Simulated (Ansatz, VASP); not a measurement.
SnSe in VASP and in Ansatz

```
Sn Se
1.0
     4.36032    0.00000    0.00000
     0.00000    4.36032    0.00000
     0.00000    0.00000   10.99069
Sn Se
2 2
Cartesian
  2.1802 0.0000 4.0911
  0.0000 2.1802 6.8996
  2.1802 0.0000 6.7707
  0.0000 2.1802 4.2200
```

Change from the starting cell: strain +0.0175 x Voigt [1, 1, 0, 0, 0, 0], atoms carried along.

Alike in both runs: task single point; functional LDA; k mesh 6 × 6 × 4; occupations gaussian, width 0.05 eV; no spin polarisation.

|  | VASP | Ansatz |
| --- | --- | --- |
| version | VASP 6.6.1 | Ansatz 0.2.0 |
| potentials or method | VASP PAW LDA potentials, release 64 (Sn_d, Se), cutoff 520 eV | scalar-relativistic, plane waves, PAW |
| valence electrons in the cell | 40 | 60 |

```csv
,VASP,Ansatz,Ansatz less VASP
gap on the k mesh at the Fermi level (eV),1.44,1.46,+0.012
least direct gap on the mesh (eV),1.44,1.46,+0.012
rms of the force components (eV/Å),0.131,0.142,+0.0115
```

LDA's correlation is that of Perdew and Zunger in VASP and of Perdew and Wang (1992) in Ansatz. Atom by atom the forces differ by 0.013 eV/Å (rms over components). VASP's potentials hold 40 valence electrons a cell and Ansatz's 60, so a difference there can come from the potentials and not from the codes.
